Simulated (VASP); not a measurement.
A run of VASP 6.6.1 is set up as follows.

Contents of INCAR:

```
SYSTEM = Si
ALGO = Normal
DIPOL = 0.5 0.5 0.500
EDIFF = 1E-7
ENCUT = 520
GGA = PE
IDIPOL = 3
ISIF = 2
ISMEAR = 0
IVDW = 12
LASPH = .True.
LCHARG = .False.
LDIPOL = .True.
LREAL = .False.
LWAVE = .False.
NBANDS = 11
NELM = 100
PREC = Accurate
SIGMA = 0.1
```

The input KPOINTS:

```
k-points
0
Gamma
  15 15 1
  0 0 0
```

POSCAR

```
Si
1.0
    3.8475254776      0.0000000000      0.0000000000
   -1.9237627388      3.3320548053      0.0000000000
    0.0000000000      0.0000000000     28.0000000000
Si
2
Direct
    0.3333333333      0.6666666667      0.5084071055
    0.6666666667      0.3333333333      0.4915928945
```

Potentials or basis: VASP PAW PBE potentials, release 64 (Si).

Command:

```sh
$ cat potpaw_PBE.64/Si/POTCAR > POTCAR
$ mpirun -np 1 vasp_std > vasp.out
```

Task: Estimate the dispersion energy per atom.

Result: -0.191 eV.

Task: Predict the band gap on the k mesh.

Result: Zero (filled and empty bands touch).

Forces on the atoms (eV/Å):
```
Si   0.000  0.000 -0.003
Si   0.000  0.000  0.003
```
